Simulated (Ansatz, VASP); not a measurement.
**Ge in VASP and in Ansatz**

INCAR

```
PREC = Accurate ; ENCUT = 520
EDIFF = 1E-6 ; ISMEAR = -1
SIGMA = 0.05 ; LREAL = F
LASPH = T ; NELM = 100
ALGO = Normal ; ISIF = 2
LWAVE = F ; LCHARG = F
GGA = B5 ; ALDAX = 1.0
AGGAX = 1.0 ; AGGAC = 1.0
ALDAC = 0.0 ; NBANDS = 21
```

The input KPOINTS:

```
Automatic mesh
0
Gamma
  11 11 11
```

Contents of POSCAR:

```
Ge
1.0
   -2.5744897190      2.5744897190      1.3974126432
    2.5744897190     -2.5744897190      1.3974126432
    2.5744897190      2.5744897190     -1.3974126432
Ge
2
Direct
    0.5000000000      0.5000000000      0.0000000000
    0.2500000000      0.7500000000      0.5000000000
```

The input input.yaml:

```yaml
crystal:
  lattice:
    - [-2.574489719, 2.574489719, 1.3974126432]
    - [2.574489719, -2.574489719, 1.3974126432]
    - [2.574489719, 2.574489719, -1.3974126432]
  atoms:
    - { symbol: Ge, position: [0.5, 0.5, 0.0] }
    - { symbol: Ge, position: [0.25, 0.75, 0.5] }
kpoints:
  mp_grid: { grid: [11, 11, 11] }
  band_path:
    path:
      - [0.0, 0.0, 0.0]
      - [0.0, 0.0, 0.5]
      - [-0.5, 0.5, 0.5]
      - [0.0, 0.0, 0.0]
      - [0.323655812, 0.323655812, -0.323655812]
      - [0.25, 0.25, 0.25]
      - [0.0, 0.5, 0.0]
      - [-0.323655812, 0.676344188, 0.323655812]
    npoints: 6
scf:
  occupations: { method: fermi_dirac, width: 0.05 }
hamiltonian:
  xc: blyp
  pseudopotentials: { kind: all_electron, lapw: { basis_error: 0.001 } }
output:
  forces: true
  stress: true
  eigenvalues: true
```

Alike in both runs: functional BLYP; k mesh 11 × 11 × 11; occupations fermi-dirac, width 0.05 eV; no spin polarisation.

```csv
,VASP,Ansatz
version,VASP 6.6.1,Ansatz 0.2.0
potentials or method,"VASP PAW PBE potentials, release 64 (Ge_d), cutoff 520 eV","all-electron LAPW, scalar-relativistic"
task,single point,band structure
```

|  | VASP | Ansatz | Ansatz less VASP |
| --- | --- | --- | --- |
| gap on the k mesh at the Fermi level (eV) | none | none | - |
| pressure (GPa) | 9.7 | 9.7 | +0.01 |
| traceless stress, the component that is largest in VASP (GPa) | -0.08 | -0.08 | +0.008 |

VASP's potentials were made for PBE, not for BLYP. A gap of «none» marks a metal or a gap that the smearing closes. Ansatz ran all-electron here, and VASP with PAW potentials.
